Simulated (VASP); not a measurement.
# AlN (Fm-3m) in VASP: single point with r2SCAN

Aim: the single point of AlN with r2SCAN.

All numbers are computed with VASP 6.6.1; they aren't measurements. Logs are shortened: lines on timing, memory, paths and dates and some standing lists are left out, and cuts for length are marked.

## (1) The cell of the first run

The structure is cubic, space group Fm-3m (No. 225). The conventional cell has a = 3.976 Å, b = 3.976 Å, c = 3.976 Å, α = 90.00°, β = 90.00°, γ = 90.00°. N (site symmetry m-3m) has 6 Al at 1.99 Å within 2.6 Å. Al (site symmetry m-3m) has 6 N at 1.99 Å within 2.6 Å.

## (2) Single point, r2SCAN

Input file POSCAR:

```
AlN
1.0
    0.0000000000      1.9878761000      1.9878761000
    1.9878761000      0.0000000000      1.9878761000
    1.9878761000      1.9878761000      0.0000000000
N Al
1 1
Direct
    0.5000000000      0.5000000000      0.5000000000
    0.0000000000      0.0000000000      0.0000000000
```

Input file INCAR.step1:

```
ALGO = Normal
EDIFF = 1E-4
ENCUT = 520
GGA = PE
ISMEAR = -1
LASPH = T
LCHARG = F
LREAL = F
LWAVE = T
NBANDS = 11
NELM = 100
PREC = Accurate
SIGMA = 0.1
```

Input file INCAR.step2:

```
ALGO = Normal
EDIFF = 1E-6
ENCUT = 520
ISIF = 2
ISMEAR = -1
ISTART = 1
LASPH = T
LCHARG = F
LMIXTAU = T
LREAL = F
LWAVE = F
METAGGA = R2SCAN
NBANDS = 11
NELM = 100
PREC = Accurate
SIGMA = 0.1
```

Input file KPOINTS:

```
k-points
0
Gamma
  11 11 11
```

Potentials or basis: VASP PAW PBE potentials, release 64 (N, Al).

On the command line:

```console
$ cat potpaw_PBE.64/N/POTCAR potpaw_PBE.64/Al/POTCAR > POTCAR
$ cp INCAR.step1 INCAR
$ mpirun -np 1 vasp_std > vasp.out
$ cp INCAR.step2 INCAR
$ mpirun -np 1 vasp_std > vasp.out
```

OUTCAR:

```text
EDIFF = 1E-6
   ENCUT = 520
   ISIF = 2
   ISMEAR = -1
   ISTART = 1
   LASPH = T
   LREAL = F
   METAGGA = R2SCAN
   NELM = 100
   PREC = Accurate

 ion  position               nearest neighbor table
   1  0.500  0.500  0.500-   2 1.99   2 1.99   2 1.99   2 1.99   2 1.99   2 1.99
   2  0.000  0.000  0.000-   1 1.99   1 1.99   1 1.99   1 1.99   1 1.99   1 1.99

  LATTYP: Found a face centered cubic cell.
 ALAT       =     3.9757522000

  Lattice vectors:

 A1 = (   0.0000000000,   1.9878761000,   1.9878761000)
 A2 = (   1.9878761000,   0.0000000000,   1.9878761000)
 A3 = (   1.9878761000,   1.9878761000,   0.0000000000)

Analysis of symmetry for initial positions (statically):
=====================================================================
 Subroutine PRICEL returns:
 Original cell was already a primitive cell.

 Routine SETGRP: Setting up the symmetry group for a
 face centered cubic supercell.

 Subroutine GETGRP returns: Found 48 space group operations
 (whereof 48 operations were pure point group operations)
 out of a pool of 48 trial point group operations.

The static configuration has the point symmetry O_h .

Analysis of symmetry for dynamics (positions and initial velocities):
=====================================================================
 Subroutine PRICEL returns:
 Original cell was already a primitive cell.

 Routine SETGRP: Setting up the symmetry group for a
 face centered cubic supercell.

 Subroutine GETGRP returns: Found 48 space group operations
 (whereof 48 operations were pure point group operations)
 out of a pool of 48 trial point group operations.

The dynamic configuration has the point symmetry O_h .

 Subroutine INISYM returns: Found 48 space group operations
 (whereof 48 operations are pure point group operations),
 and found     1 'primitive' translations

----------------------------------------------------------------------------------------

                                     Primitive cell

  volume of cell :      15.7108

  direct lattice vectors                    reciprocal lattice vectors
     0.000000000  1.987876100  1.987876100    -0.251524730  0.251524730  0.251524730
     1.987876100  0.000000000  1.987876100     0.251524730 -0.251524730  0.251524730
     1.987876100  1.987876100  0.000000000     0.251524730  0.251524730 -0.251524730

  length of vectors
     2.811281341  2.811281341  2.811281341     0.435653612  0.435653612  0.435653612

  position of ions in fractional coordinates (direct lattice)
     0.500000000  0.500000000  0.500000000
     0.000000000  0.000000000  0.000000000

  ion indices of the primitive-cell ions
   primitive index   ion index
                 1           1
                 2           2

----------------------------------------------------------------------------------------

 KPOINTS: k-points

Automatic generation of k-mesh.
 Grid dimensions read from file:
 generate k-points for:   11   11   11

 Generating k-lattice:

  Cartesian coordinates                     Fractional coordinates (reciprocal lattice)
    -0.022865885  0.022865885  0.022865885     0.090909091  0.000000000  0.000000000
     0.022865885 -0.022865885  0.022865885     0.000000000  0.090909091  0.000000000
     0.022865885  0.022865885 -0.022865885     0.000000000  0.000000000  0.090909091

  Length of vectors
     0.039604874  0.039604874  0.039604874

  Shift w.r.t. Gamma in fractional coordinates (k-lattice)
     0.000000000  0.000000000  0.000000000

 Subroutine IBZKPT returns following result:
 ===========================================

 Found     56 irreducible k-points:

 Following reciprocal coordinates:
            Coordinates               Weight
  0.000000  0.000000  0.000000      1.000000
  0.090909  0.000000  0.000000      8.000000
  0.181818  0.000000  0.000000      8.000000
  0.272727  0.000000  0.000000      8.000000
  0.363636  0.000000  0.000000      8.000000
  0.454545  0.000000  0.000000      8.000000
[... 16 lines left out ...]
 -0.272727  0.181818  0.000000     24.000000
 -0.181818  0.181818  0.000000     12.000000
 [... further k-points ...]
   k-points           NKPTS =     56   k-points in BZ     NKDIM =     56   number of bands    NBANDS=     11
   number of dos      NEDOS =    301   number of ions     NIONS =      2
   total plane-waves  NPLWV =  13824
   dimension x,y,z NGX =    24 NGY =   24 NGZ =   24
   dimension x,y,z NGXF=    48 NGYF=   48 NGZF=   48
   ions per type =               1   1
   NGX,Y,Z   is equivalent  to a cutoff of  14.19, 14.19, 14.19 a.u.
   NGXF,Y,Z  is equivalent  to a cutoff of  28.38, 28.38, 28.38 a.u.
 SYSTEM =  unknown system
   PREC   = accura    normal or accurate (medium, high low for compatibility)
   ISTART =      1    job   : 0-new  1-cont  2-samecut
   ICHARG =      0    charge: 1-file 2-atom 10-const
   ISPIN  =      1    spin polarized calculation?
   LNONCOLLINEAR =      F non collinear calculations
   LSORBIT =      F    spin-orbit coupling
   LASPH  =      T    aspherical Exc in radial PAW
   ENCUT  =  520.0 eV  38.22 Ry    6.18 a.u.   5.23  5.23  5.23*2*pi/ulx,y,z
   NELM   =    100;   NELMIN=  2; NELMDL=  0     # of ELM steps
   EDIFF  = 0.1E-05   stopping-criterion for ELM
   LREAL  =      F    real-space projection
   EDIFFG = 0.1E-04   stopping-criterion for IOM
   NSW    =      0    number of steps for IOM
   IBRION =     -1    ionic relax: 0-MD 1-quasi-New 2-CG
   NFREE  =      0    steps in history (QN), initial steepest desc. (CG)
   ISIF   =      2    stress and relaxation
   ISYM   =      2    0-nonsym 1-usesym 2-fastsym
   POTIM  = 0.5000    time-step for ionic-motion
   TEBEG  =    0.0;   TEEND  =   0.0 temperature during run
   PSTRESS=    0.0 pullay stress
   NELECT =       8.0000    total number of electrons
   NUPDOWN=      -1.0000    fix difference up-down
   EMIN   =  10.00;   EMAX   =-10.00  energy-range for DOS
   EFERMI =   0.00;   METHOD = LEGACY
   ISMEAR =    -1;   SIGMA  =   0.10  broadening in eV -4-tet -1-fermi 0-gaus
   EFERMI_NEDOS =   21; number of points for ismear=-14 and -15
   IALGO  =     38    algorithm
   IMIX   =      4    mixing-type and parameters
     AMIX     =   0.40;   BMIX     =  1.00
     AMIX_MAG =   1.60;   BMIX_MAG =  1.00
  volume/ion in A,a.u.               =       7.86        53.01
  Fermi-wavevector in a.u.,A,eV,Ry     =   1.307291  2.470421 23.252480  1.709009
  Thomas-Fermi vector in A             =   2.438035
   LORBIT       =      0    0 simple, 1 ext, 2 COOP (PROOUT), +10 PAW based schemes
   METAGGA = R2SCAN    functional components
   LHFCALC =     F    Hartree Fock is set to
   AEXX    =    0.0000 exact exchange contribution
   IVDW    =     0    specifies the selected vdW correction
   LEPSILON=     F    determine dielectric tensor
   LRPA    =     F    only Hartree local field effects (RPA)
 non-spin polarized calculation
  energy-cutoff  :      520.00
  volume of cell :       15.71
 maximum number of plane-waves:       440
 NGX is ok and might be reduce to    24
   NGX = 11   NGY = 11   NGZ = 11

 number of electron       8.0000000 magnetization

 Free energy of the ion-electron system (eV)
  ---------------------------------------------------
  ext. energy  EPLUGINS =         0.00000000
  ---------------------------------------------------
  free energy    TOTEN  =       -18.86838047 eV

  energy without entropy =      -18.86838047  energy(sigma->0) =      -18.86838047

 E-fermi :  12.3853     XC(G=0): -13.1319

 val. band max:       10.4376267779   @ k =   0.0000   0.0000   0.0000
 cond. band min:      16.4088701097   @ k =   0.4545   0.4545   0.0000
 fundamental gap:      5.9712433318
 Fermi energy:        12.3852548247

 k-point     1 :       0.0000    0.0000    0.0000
  band No.  band energies     occupation
      1      -8.4384      2.00000
      2      10.4376      2.00000
      3      10.4376      2.00000
      4      10.4376      2.00000
      5      17.7334      0.00000
      6      23.5201      0.00000
      7      23.5201      0.00000
      8      23.5201      0.00000
      9      29.4104      0.00000
     10      29.4104      0.00000
     11      29.4508      0.00000

 k-point     2 :       0.0909    0.0000    0.0000
  band No.  band energies     occupation
      1      -8.2572      2.00000
      2       9.5627      2.00000
      3      10.3184      2.00000
      4      10.3184      2.00000
      5      18.2496      0.00000
      6      22.7987      0.00000
      7      23.8163      0.00000
      8      23.8163      0.00000
      9      28.2945      0.00000
     10      28.2945      0.00000
     11      30.7305      0.00000

 k-point     3 :       0.1818    0.0000    0.0000
  band No.  band energies     occupation
      1      -7.7273      2.00000
      2       7.5847      2.00000
      3      10.0191      2.00000
      4      10.0191      2.00000
      5      18.8060      0.00000
      6      22.3958      0.00000
      7      24.2520      0.00000
      8      24.2520      0.00000
      9      27.4732      0.00000
     10      27.4732      0.00000
     11      30.5033      0.00000

 k-point     4 :       0.2727    0.0000    0.0000
  band No.  band energies     occupation
      1      -6.9007      2.00000
      2       5.3097      2.00000
      3       9.6644      2.00000
      4       9.6644      2.00000
      5      18.4735      0.00000
      6      23.4292      0.00000
      7      23.8622      0.00000
      8      23.8623      0.00000
      9      28.4886      0.00000
     10      28.4886      0.00000
     11      29.6505      0.00000
[... 239 lines left out ...]
 k-point    22 :      -0.3636    0.1818    0.0000
  band No.  band energies     occupation
      1      -4.9031      2.00000
      2       2.7984      2.00000
      3       6.7926      2.00000
      4       8.9455      2.00000
      5      19.4342      0.00000
      6      21.4703      0.00000
      7      24.1075      0.00000
      8      24.5380      0.00000
      9      30.5205      0.00000
     10      31.1635      0.00000
     11      33.0399      0.00000

 k-point    23 :      -0.2727    0.1818    0.0000
  band No.  band energies     occupation
      1      -5.7399      2.00000
      2       4.2041      2.00000
      3       6.9666      2.00000
      4       9.3567      2.00000
      5      20.0676      0.00000
      6      21.8621      0.00000
      7      23.2421      0.00000
      8      24.2430      0.00000
      9      27.9577      0.00000
     10      31.7999      0.00000
     11      33.1959      0.00000

 k-point    24 :      -0.1818    0.1818    0.0000
  band No.  band energies     occupation
      1      -6.6331      2.00000
      2       5.7183      2.00000
      3       7.7408      2.00000
      4       9.7706      2.00000
      5      20.3995      0.00000
      6      21.4436      0.00000
      7      23.2689      0.00000
      8      24.6892      0.00000
      9      26.0814      0.00000
     10      30.8095      0.00000
     11      33.0960      0.00000

 [... further k-points ...]
[... 5 lines left out ...]
  --------------------------------------------------------------------------------------
  -------------------------------------------------------------------------------------
  Total        1.2921291      1.2921291      1.2921291      0.0000000      0.0000000     -0.0000000
  in kB      131.7706142    131.7706142    131.7706142      0.0000000      0.0000000     -0.0000000
  external PRESSURE =     131.7706142 kB  Pullay stress =       0.0000000 kB

 VOLUME and BASIS-vectors are now :
 -----------------------------------------------------------------------------
  energy-cutoff  :      520.00
  volume of cell :       15.71
      direct lattice vectors                 reciprocal lattice vectors
     0.000000000  1.987876100  1.987876100    -0.251524730  0.251524730  0.251524730
     1.987876100  0.000000000  1.987876100     0.251524730 -0.251524730  0.251524730
     1.987876100  1.987876100  0.000000000     0.251524730  0.251524730 -0.251524730

 POSITION                                       TOTAL-FORCE (eV/Angst)
 -----------------------------------------------------------------------------------
      1.98788      1.98788      1.98788         0.000000      0.000000     -0.000000
      0.00000      0.00000      0.00000        -0.000000     -0.000000      0.000000
 -----------------------------------------------------------------------------------
    total drift:                               -0.000000     -0.000000      0.000000

  FREE ENERGIE OF THE ION-ELECTRON SYSTEM (eV)
  ---------------------------------------------------
  free  energy   TOTEN  =       -18.8683804710 eV

  energy  without entropy=      -18.8683804709  energy(sigma->0) =      -18.86838047
```

It took 19 s on 1 thread of Intel Xeon Platinum 8559C (Emerald Rapids), shared host; peak memory 0.14 GiB.

What came out:

* Free energy: -18.8684 eV
* Pressure: 13.2 GPa
* Band gap on the k mesh: 5.97 eV, indirect (least direct gap 7.30 eV)

Caveat: the PAW data sets were made with another functional, which shifts forces and pressure a little. A k mesh can miss the band edges.
